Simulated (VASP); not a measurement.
**SrTa: single point with PBE**

Crystal: SrTa.

```xyz
2
Lattice="3.8102 0.0000 0.0000 0.0000 3.8102 0.0000 0.0000 0.0000 3.8102" Properties=species:S:1:pos:R:3 pbc="T T T"
Sr    0.0000    0.0000    0.0000
Ta    1.9051    1.9051    1.9051
```

```json
{"Program": "VASP 6.6.1", "Task": "single point", "Functional": "PBE", "Potentials or basis": "VASP PAW PBE potentials, release 64 (Sr_sv, Ta_pv)", "Cutoff": "520 eV", "k mesh": "14 × 14 × 14", "Occupations": "gaussian, width 0.1 eV", "Spin": "no spin polarisation", "Dipole correction": "no", "Further INCAR settings": "ALGO = Normal; EDIFF = 1e-07; NBANDS = 18"}
```

- Pressure: 0.1 GPa
- Band gap on the k mesh: zero (an odd number of electrons rules out a gap without spin polarisation)

Levels at points of the mesh, in eV from the Fermi level:
| k point | band 7 | band 8 | band 9 | band 10 | band 11 | band 12 | band 13 | band 14 |
| --- | --- | --- | --- | --- | --- | --- | --- | --- |
| (0.00, 0.00, 0.00) | -16.34 | -5.35 | -1.86 | -1.86 | 1.02 | 1.02 | 1.02 | 4.64 |
| (0.50, 0.00, 0.00) | -16.32 | -2.70 | -1.55 | -0.83 | 0.68 | 0.68 | 1.49 | 2.12 |
| (0.50, 0.50, 0.00) | -16.27 | -2.93 | -1.85 | -0.24 | -0.24 | 1.59 | 1.59 | 2.15 |
| (0.50, 0.50, 0.50) | -16.65 | -0.32 | -0.32 | -0.32 | 0.19 | 0.19 | 0.19 | 2.47 |

Run time: 70 s on 1 thread of Oxide Virtual Turin-like Processor, on a shared host, peak memory 0.22 GiB.

Caveat: spin-orbit coupling is left out, which moves the levels of the heavy elements.
